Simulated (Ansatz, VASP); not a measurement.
# One calculation of BaTiO3, two programs

```xyz
5
Lattice="3.9944 0.0000 0.0000 0.0000 3.9944 0.0000 0.0000 0.0000 3.9944" Properties=species:S:1:pos:R:3 pbc="T T T"
Ba    1.9972    1.9972    1.9972
Ti    0.0000    0.0000    0.0000
O     1.9972    0.0000    0.0000
O     0.0000    1.9972    0.0000
O     0.0000    0.0000    1.9972
```

Alike in both runs: functional r2SCAN; k mesh 6 × 6 × 6; occupations fermi-dirac, width 0.02 eV; no spin polarisation.

Ansatz relaxed the structure, and its values are those at the end. VASP's run is a single point on that final structure, the one shown.

|  | VASP | Ansatz |
| --- | --- | --- |
| version | VASP 6.6.1 | Ansatz 0.2.0 |
| potentials or method | VASP PAW PBE potentials, release 64 (Ba_sv, Ti_sv, O), cutoff 520 eV | PAW plane waves |
| valence electrons in the cell | 40 | 40 |

Ansatz gave:

- gap on the k mesh at the Fermi level (eV): 2.18
- pressure (GPa): 0.0

Q: Which values does VASP return?

A: gap on the k mesh at the Fermi level (eV): 2.15; pressure (GPa): 1.9.

VASP's potentials were made for PBE, not for r2SCAN. The functional is the same, so the differences come from potentials, cutoffs and numerics.

Neither program's run includes spin-orbit coupling.
